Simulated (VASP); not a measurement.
Cs3Pt: single point with PBE

The system is Cs3Pt.

```
CELL_PARAMETERS angstrom
5.70925 -0.34666 -0.34666
-0.34666 5.70925 -0.34666
-0.34666 -0.34666 5.70925
ATOMIC_POSITIONS crystal
Cs 0.00000 0.00000 0.50000
Cs 0.00000 0.50000 0.00000
Cs 0.50000 0.00000 0.00000
Pt 0.50000 0.50000 0.50000
```

This cell differs from its parent crystal: strained.

* Program: VASP 6.6.1
* Task: single point
* Functional: PBE
* Potentials or basis: VASP PAW PBE potentials, release 64 (Cs_sv, Pt)
* Cutoff: 520 eV
* k mesh: 9 × 9 × 9
* Occupations: gaussian, width 0.1 eV
* Spin: no spin polarisation
* Dipole correction: no
* Further INCAR settings: ALGO = Fast; EDIFF = 1e-07; NBANDS = 26

| Item | Value |
| --- | --- |
| Pressure | 0.4 GPa |

Stress tensor (GPa, compression positive):
```
0.36 0.67 0.67
0.67 0.36 0.67
0.67 0.67 0.36
```

Levels at points of the mesh, in eV from the Fermi level:
| k point | band 17 | band 18 | band 19 | band 20 | band 21 | band 22 |
| --- | --- | --- | --- | --- | --- | --- |
| (0.00, 0.00, 0.00) | -1.52 | -1.52 | -1.07 | 1.10 | 1.10 | 1.68 |

Run time: 6.3 min on 1 thread of Intel(R) Xeon(R) Platinum 8375C CPU @ 2.90GHz (Ice Lake), with other jobs on the host, peak memory 0.57 GiB.

Caveat: the cell differs from its parent crystal (strained); spin-orbit coupling is left out, which moves the levels of the heavy elements.
